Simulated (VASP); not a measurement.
**Cu: single point with LDA**

Cu:

```
Cu
1.0
     0.00000    1.44145    1.44145
     1.44145    0.00000    1.44145
     1.44145    1.44145    0.00000
Cu
1
Direct
  0.00000 0.00000 0.00000
```

```json
{
  "Program": "VASP 6.6.1",
  "Task": "single point",
  "Functional": "LDA",
  "Potentials or basis": "VASP PAW LDA potentials, release 64 (Cu)",
  "Cutoff": "520 eV",
  "k mesh": "18 × 18 × 18",
  "Occupations": "fermi-dirac, width 0.05 eV",
  "Spin": "no spin polarisation",
  "Dipole correction": "no",
  "Further INCAR settings": "ALGO = Normal; EDIFF = 1e-06; NBANDS = 12"
}
```

- Pressure: 492.9 GPa

Levels at points of the mesh, in eV from the Fermi level:
| k point | band 3 | band 4 | band 5 | band 6 | band 7 | band 8 | band 9 | band 10 |
| --- | --- | --- | --- | --- | --- | --- | --- | --- |
| (0.00, 0.00, 0.00) | -7.01 | -7.01 | -4.63 | -4.63 | 26.34 | 34.95 | 34.95 | 34.95 |
| (0.50, 0.00, 0.00) | -7.16 | -3.81 | -3.02 | -3.02 | 8.39 | 24.66 | 33.58 | 33.58 |
| (0.50, 0.50, 0.00) | -3.06 | -2.61 | -2.61 | 0.71 | 12.86 | 18.70 | 18.70 | 26.15 |

Wall time 6.8 s on 1 thread of Intel Xeon 6975P-C, with other jobs on the host, peak memory 0.12 GiB.
